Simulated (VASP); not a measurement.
Si4Hg, 5 atoms in the cell. The structure is tetragonal, space group P4/mmm (No. 123). Conventional cell: a = 4.573 Å, b = 4.573 Å, c = 4.608 Å, α = 90.00°, β = 90.00°, γ = 90.00°. Within 3.5 Å of Si (site symmetry mmm) lie 8 Si at 2.62 to 3.23 Å and 4 Hg at 3.25 Å. Si (site symmetry 4mm) has 6 Si at 2.04 to 2.62 Å within 2.7 Å. Within 4.3 Å of Hg (site symmetry 4/mmm) lie 16 Si at 3.25 to 3.39 Å. The cell was built from a structure type or drawn by symmetry, and may not be a known phase.

```yaml
Program: VASP 6.6.1
Task: single point
Functional: PBE
Potentials_or_basis: VASP PAW PBE potentials, release 64 (Si, Hg)
Cutoff: 500 eV
k_mesh: 4 × 4 × 4
Occupations: gaussian, width 0.1 eV
Spin: no spin polarisation
Dipole_correction: no
Further_INCAR_settings: ALGO = Normal; EDIFF = 1e-06; NBANDS = 22
```

Potentials or basis: VASP PAW PBE potentials, release 64 (Si, Hg).

Run with:

```sh
$ cat potpaw_PBE.64/Si/POTCAR potpaw_PBE.64/Hg/POTCAR > POTCAR
$ mpirun -np 1 vasp_std > vasp.out
```

Hardware: 1 thread of AMD EPYC 9R45 96-Core Processor (Zen 5) (shared host).

Question: Estimate the wall time of this run.

Answer: Run time: 23 s on 1 thread of AMD EPYC 9R45 96-Core Processor (Zen 5), on a shared host, peak memory 0.18 GiB. Counts: scf iterations 14, k points 18.
